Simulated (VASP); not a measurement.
# Hg (P6_3/mmc) in VASP: a series of runs

Runs on Hg. Level: PBEsol+D3(BJ). Tasks: single point.

Everything below comes from runs of VASP 6.6.1. Logs are shortened: lines on timing, memory, paths and dates and some standing lists are left out, and cuts for length are marked.

### Step 1. The cell of the first run

It takes space group P6_3/mmc (No. 194, hexagonal). The conventional cell has a = 3.312 Å, b = 3.312 Å, c = 4.691 Å, α = 90.00°, β = 90.00°, γ = 120.00°. Hg (site symmetry -6m2) has 12 Hg at 3.03 to 3.31 Å within 4.0 Å.

### Step 2. Single point, PBEsol+D3(BJ)

Contents of INCAR:

```
PREC = Accurate
ENCUT = 520
EDIFF = 1E-6
ISMEAR = 0
SIGMA = 0.15
LREAL = F
LASPH = T
NELM = 100
ALGO = Fast
ISIF = 2
LWAVE = F
LCHARG = F
GGA = PS
IVDW = 12
NBANDS = 19
```

Contents of KPOINTS:

```
Automatic mesh
0
Gamma
  18 18 10
```

Contents of POSCAR:

```
Hg
1.0
    3.3118000000      0.0000000000      0.0000000000
   -1.6559000000      2.8681029323      0.0000000000
    0.0000000000      0.0000000000      4.6914000000
Hg
2
Direct
    0.6666666667      0.3333333333      0.7500000000
    0.3333333333      0.6666666667      0.2500000000
```

Potentials or basis: VASP PAW PBE potentials, release 64 (Hg).

On the command line:

```bash
$ cat potpaw_PBE.64/Hg/POTCAR > POTCAR
$ mpirun -np 1 vasp_std > vasp.out
```

OUTCAR:

```text
PREC = Accurate
   ENCUT = 520
   EDIFF = 1E-6
   ISMEAR = 0
   LREAL = F
   LASPH = T
   NELM = 100
   ISIF = 2
   GGA = PS
   IVDW = 12
 IVDW          = 12

 ion  position               nearest neighbor table
   1  0.667  0.333  0.750-   2 3.03   2 3.03   2 3.03   2 3.03   2 3.03   2 3.03
   2  0.333  0.667  0.250-   1 3.03   1 3.03   1 3.03   1 3.03   1 3.03   1 3.03

  LATTYP: Found a hexagonal cell.
 ALAT       =     3.3118000000
 C/A-ratio  =     1.4165710490

  Lattice vectors:

 A1 = (   3.3118000000,   0.0000000000,   0.0000000000)
 A2 = (  -1.6559000000,   2.8681029323,   0.0000000000)
 A3 = (   0.0000000000,   0.0000000000,   4.6914000000)

Analysis of symmetry for initial positions (statically):
=====================================================================
 Subroutine PRICEL returns:
 Original cell was already a primitive cell.

 Routine SETGRP: Setting up the symmetry group for a
 hexagonal supercell.

 Subroutine GETGRP returns: Found 24 space group operations
 (whereof 12 operations were pure point group operations)
 out of a pool of 24 trial point group operations.

The static configuration has the point symmetry D_3d.
 The point group associated with its full space group is D_6h.

Analysis of symmetry for dynamics (positions and initial velocities):
=====================================================================
 Subroutine PRICEL returns:
 Original cell was already a primitive cell.

 Routine SETGRP: Setting up the symmetry group for a
 hexagonal supercell.

 Subroutine GETGRP returns: Found 24 space group operations
 (whereof 12 operations were pure point group operations)
 out of a pool of 24 trial point group operations.

The dynamic configuration has the point symmetry D_3d.
 The point group associated with its full space group is D_6h.

 Subroutine INISYM returns: Found 24 space group operations
 (whereof 12 operations are pure point group operations),
 and found     1 'primitive' translations

----------------------------------------------------------------------------------------

                                     Primitive cell

  volume of cell :      44.5617

  direct lattice vectors                    reciprocal lattice vectors
     3.311800000  0.000000000  0.000000000     0.301950601  0.174331261  0.000000000
    -1.655900000  2.868102932  0.000000000     0.000000000  0.348662521  0.000000000
     0.000000000  0.000000000  4.691400000     0.000000000  0.000000000  0.213155988

  length of vectors
     3.311800000  3.311800000  4.691400000     0.348662521  0.348662521  0.213155988

  position of ions in fractional coordinates (direct lattice)
     0.666666667  0.333333333  0.750000000
     0.333333333  0.666666667  0.250000000

  ion indices of the primitive-cell ions
   primitive index   ion index
                 1           1
                 2           2

----------------------------------------------------------------------------------------

 KPOINTS: Automatic mesh

Automatic generation of k-mesh.
 Grid dimensions read from file:
 generate k-points for:   18   18   10

 Generating k-lattice:

  Cartesian coordinates                     Fractional coordinates (reciprocal lattice)
     0.016775033  0.009685070  0.000000000     0.055555556 -0.000000000  0.000000000
     0.000000000  0.019370140  0.000000000     0.000000000  0.055555556  0.000000000
     0.000000000  0.000000000  0.021315599     0.000000000  0.000000000  0.100000000

  Length of vectors
     0.019370140  0.019370140  0.021315599

  Shift w.r.t. Gamma in fractional coordinates (k-lattice)
     0.000000000  0.000000000  0.000000000

 Subroutine IBZKPT returns following result:
 ===========================================

 Found    222 irreducible k-points:

 Following reciprocal coordinates:
            Coordinates               Weight
  0.000000  0.000000  0.000000      1.000000
  0.055556  0.000000  0.000000      6.000000
  0.111111  0.000000  0.000000      6.000000
  0.166667 -0.000000  0.000000      6.000000
  0.222222  0.000000  0.000000      6.000000
  0.277778  0.000000  0.000000      6.000000
[... 16 lines left out ...]
  0.333333  0.111111  0.000000     12.000000
  0.388889  0.111111  0.000000     12.000000
 [... further k-points ...]
   k-points           NKPTS =    222   k-points in BZ     NKDIM =    222   number of bands    NBANDS=     19
   number of dos      NEDOS =    301   number of ions     NIONS =      2
   total plane-waves  NPLWV =  28224
   dimension x,y,z NGX =    28 NGY =   28 NGZ =   36
   dimension x,y,z NGXF=    56 NGYF=   56 NGZF=   72
   ions per type =               2
   NGX,Y,Z   is equivalent  to a cutoff of  14.06, 14.06, 12.76 a.u.
   NGXF,Y,Z  is equivalent  to a cutoff of  28.11, 28.11, 25.51 a.u.
 SYSTEM =  unknown system
   PREC   = accura    normal or accurate (medium, high low for compatibility)
   ISTART =      0    job   : 0-new  1-cont  2-samecut
   ICHARG =      2    charge: 1-file 2-atom 10-const
   ISPIN  =      1    spin polarized calculation?
   LNONCOLLINEAR =      F non collinear calculations
   LSORBIT =      F    spin-orbit coupling
   LASPH  =      T    aspherical Exc in radial PAW
   ENCUT  =  520.0 eV  38.22 Ry    6.18 a.u.   6.16  6.16  8.72*2*pi/ulx,y,z
   NELM   =    100;   NELMIN=  2; NELMDL= -5     # of ELM steps
   EDIFF  = 0.1E-05   stopping-criterion for ELM
   LREAL  =      F    real-space projection
   EDIFFG = 0.1E-04   stopping-criterion for IOM
   NSW    =      0    number of steps for IOM
   IBRION =     -1    ionic relax: 0-MD 1-quasi-New 2-CG
   NFREE  =      0    steps in history (QN), initial steepest desc. (CG)
   ISIF   =      2    stress and relaxation
   ISYM   =      2    0-nonsym 1-usesym 2-fastsym
   POTIM  = 0.5000    time-step for ionic-motion
   TEBEG  =    0.0;   TEEND  =   0.0 temperature during run
   PSTRESS=    0.0 pullay stress
   NELECT =      24.0000    total number of electrons
   NUPDOWN=      -1.0000    fix difference up-down
   EMIN   =  10.00;   EMAX   =-10.00  energy-range for DOS
   EFERMI =   0.00;   METHOD = LEGACY
   ISMEAR =     0;   SIGMA  =   0.15  broadening in eV -4-tet -1-fermi 0-gaus
   EFERMI_NEDOS =   21; number of points for ismear=-14 and -15
   IALGO  =     68    algorithm
   IMIX   =      4    mixing-type and parameters
     AMIX     =   0.40;   BMIX     =  1.00
     AMIX_MAG =   1.60;   BMIX_MAG =  1.00
  volume/ion in A,a.u.               =      22.28       150.36
  Fermi-wavevector in a.u.,A,eV,Ry     =   1.331961  2.517041 24.138366  1.774120
  Thomas-Fermi vector in A             =   2.460932
   LORBIT       =      0    0 simple, 1 ext, 2 COOP (PROOUT), +10 PAW based schemes
   GGA     = PS    functional components
   LHFCALC =     F    Hartree Fock is set to
   AEXX    =    0.0000 exact exchange contribution
   IVDW    =    12    specifies the selected vdW correction
   LEPSILON=     F    determine dielectric tensor
   LRPA    =     F    only Hartree local field effects (RPA)
 non-spin polarized calculation
 RMM-DIIS sequential band-by-band and
 Gauss-broadening in eV      SIGMA  =   0.15
  energy-cutoff  :      520.00
  volume of cell :       44.56
 maximum number of plane-waves:      1229
 NGX is ok and might be reduce to    28
   NGX = 13   NGY = 13   NGZ = 17

 number of electron      23.9999998 magnetization

 Free energy of the ion-electron system (eV)
  ---------------------------------------------------
  ext. energy  EPLUGINS =         0.00000000
  ---------------------------------------------------
  free energy    TOTEN  =        -1.06540978 eV

  energy without entropy =       -1.05963060  energy(sigma->0) =       -1.06252019

 E-fermi :   3.0771     XC(G=0): -11.3594

 val. band max:        3.0714664651   @ k =   0.2778   0.1667   0.0000
 cond. band min:       3.0818727434   @ k =   0.2778   0.1667   0.1000
 fundamental gap:      0.0104062783
 Fermi energy:         3.0771336755

 k-point     1 :       0.0000    0.0000    0.0000
  band No.  band energies     occupation
      1      -6.5986      2.00000
      2      -5.2179      2.00000
      3      -4.0806      2.00000
      4      -4.0806      2.00000
      5      -4.0715      2.00000
      6      -4.0715      2.00000
[... 11 lines left out ...]
     18      16.9661      0.00000
     19      16.9734      0.00000

 k-point     2 :       0.0556    0.0000    0.0000
  band No.  band energies     occupation
      1      -6.5348      2.00000
      2      -5.1900      2.00000
      3      -4.1186      2.00000
      4      -4.0898      2.00000
      5      -4.0882      2.00000
      6      -4.0535      2.00000
[... 11 lines left out ...]
     18      17.3632      0.00000
     19      17.6651      0.00000

 k-point     3 :       0.1111    0.0000    0.0000
  band No.  band energies     occupation
      1      -6.3479      2.00000
      2      -5.1150      2.00000
      3      -4.1982      2.00000
      4      -4.1406      2.00000
      5      -4.1404      2.00000
      6      -3.9746      2.00000
[... 11 lines left out ...]
     18      17.9856      0.00000
     19      18.1374      0.00000

 k-point     4 :       0.1667   -0.0000    0.0000
  band No.  band energies     occupation
      1      -6.0555      2.00000
      2      -5.0222      2.00000
      3      -4.2656      2.00000
      4      -4.2331      2.00000
      5      -4.2129      2.00000
      6      -3.8517      2.00000
[... 11 lines left out ...]
     18      17.2925      0.00000
     19      18.4029      0.00000

 k-point     5 :       0.2222    0.0000    0.0000
  band No.  band energies     occupation
      1      -5.6998      2.00000
      2      -4.9632      2.00000
      3      -4.3645      2.00000
      4      -4.2951      2.00000
      5      -4.2591      2.00000
      6      -3.7980      2.00000
[... 11 lines left out ...]
     18      15.9901      0.00000
     19      17.5149      0.00000

 k-point     6 :       0.2778    0.0000    0.0000
  band No.  band energies     occupation
      1      -5.3672      2.00000
      2      -4.9746      2.00000
      3      -4.5183      2.00000
      4      -4.3763      2.00000
      5      -4.1184      2.00000
      6      -3.7099      2.00000
[... 11 lines left out ...]
     18      15.0019      0.00000
     19      16.8599      0.00000

 k-point     7 :       0.3333   -0.0000    0.0000
  band No.  band energies     occupation
      1      -5.1531      2.00000
      2      -5.0319      2.00000
      3      -4.6684      2.00000
      4      -4.4479      2.00000
      5      -3.8671      2.00000
      6      -3.5947      2.00000
[... 11 lines left out ...]
     18      14.7689      0.00000
     19      16.3296      0.00000

 k-point     8 :       0.3889   -0.0000    0.0000
  band No.  band energies     occupation
      1      -5.0945      2.00000
      2      -5.0583      2.00000
      3      -4.7909      2.00000
      4      -4.5035      2.00000
      5      -3.6421      2.00000
      6      -3.6071      2.00000
[... 256 lines left out ...]
 k-point    20 :       0.1667    0.1111    0.0000
  band No.  band energies     occupation
      1      -5.5513      2.00000
      2      -4.8932      2.00000
      3      -4.4603      2.00000
      4      -4.3637      2.00000
      5      -4.2724      2.00000
      6      -3.8085      2.00000
[... 11 lines left out ...]
     18      16.3169      0.00000
     19      16.3537      0.00000

 k-point    21 :       0.2222    0.1111    0.0000
  band No.  band energies     occupation
      1      -5.2425      2.00000
      2      -4.8848      2.00000
      3      -4.6131      2.00000
      4      -4.3292      2.00000
      5      -4.2757      2.00000
      6      -3.7333      2.00000
[... 11 lines left out ...]
     18      15.7072      0.00000
     19      16.0098      0.00000

 k-point    22 :       0.2778    0.1111    0.0000
  band No.  band energies     occupation
      1      -5.0546      2.00000
      2      -4.9309      2.00000
      3      -4.7562      2.00000
      4      -4.3807      2.00000
      5      -4.0649      2.00000
      6      -3.6311      2.00000
[... 11 lines left out ...]
     18      15.1705      0.00000
     19      15.5551      0.00000

 k-point    23 :       0.3333    0.1111    0.0000
  band No.  band energies     occupation
      1      -5.0068      2.00000
      2      -4.9577      2.00000
      3      -4.8710      2.00000
      4      -4.4212      2.00000
      5      -3.8444      2.00000
      6      -3.6678      2.00000
[... 11 lines left out ...]
     18      14.7525      0.00000
     19      15.2221      0.00000

 k-point    24 :       0.3889    0.1111    0.0000
  band No.  band energies     occupation
      1      -5.0422      2.00000
      2      -4.9445      2.00000
      3      -4.9385      2.00000
      4      -4.4471      2.00000
      5      -3.6974      2.00000
      6      -3.6916      2.00000
[... 11 lines left out ...]
     18      14.4870      0.00000
     19      15.0193      0.00000

 [... further k-points ...]

------------------------ aborting loop because EDIFF is reached ----------------------------------------

 Edisp (eV)   -0.89768

 E8    (eV) :    -0.6090

  FORCE on cell =-STRESS in cart. coord.  units (eV):
  Direction    XX          YY          ZZ          XY          YZ          ZX
  --------------------------------------------------------------------------------------
  -------------------------------------------------------------------------------------
  Total       0.00262     0.00262    -0.05973     0.00000    -0.00000     0.00000
  in kB       0.09409     0.09409    -2.14740     0.00000    -0.00000     0.00000
  external pressure =       -0.65 kB  Pullay stress =        0.00 kB

 VOLUME and BASIS-vectors are now :
 -----------------------------------------------------------------------------
  energy-cutoff  :      520.00
  volume of cell :       44.56
      direct lattice vectors                 reciprocal lattice vectors
     3.311800000  0.000000000  0.000000000     0.301950601  0.174331261  0.000000000
    -1.655900000  2.868102932  0.000000000     0.000000000  0.348662521  0.000000000
     0.000000000  0.000000000  4.691400000     0.000000000  0.000000000  0.213155988

 POSITION                                       TOTAL-FORCE (eV/Angst)
 -----------------------------------------------------------------------------------
      1.65590      0.95603      3.51855        -0.000000      0.000000      0.000000
     -0.00000      1.91207      1.17285         0.000000     -0.000000      0.000000
 -----------------------------------------------------------------------------------
    total drift:                                0.000000     -0.000000      0.000000

  FREE ENERGIE OF THE ION-ELECTRON SYSTEM (eV)
  ---------------------------------------------------
  free  energy   TOTEN  =        -1.9630866263 eV

  energy  without entropy=       -1.9573074478  energy(sigma->0) =       -1.96019704
```

It took 3.1 min on 1 thread of Intel Xeon 8259CL, shared host; peak memory 0.3 GiB.

What came out:

```yaml
Free_energy: -1.9631 eV
Pressure: -0.1 GPa
Band_gap_on_the_k_mesh: zero (bands 12 and 13 overlap by 1.43 eV)
Dispersion_energy_per_atom: -0.449 eV
```

Caveat: the PAW data sets were made with another functional, which shifts forces and pressure a little; spin-orbit coupling is left out, which moves the levels of the heavy elements.

[end of part 1 of 2]
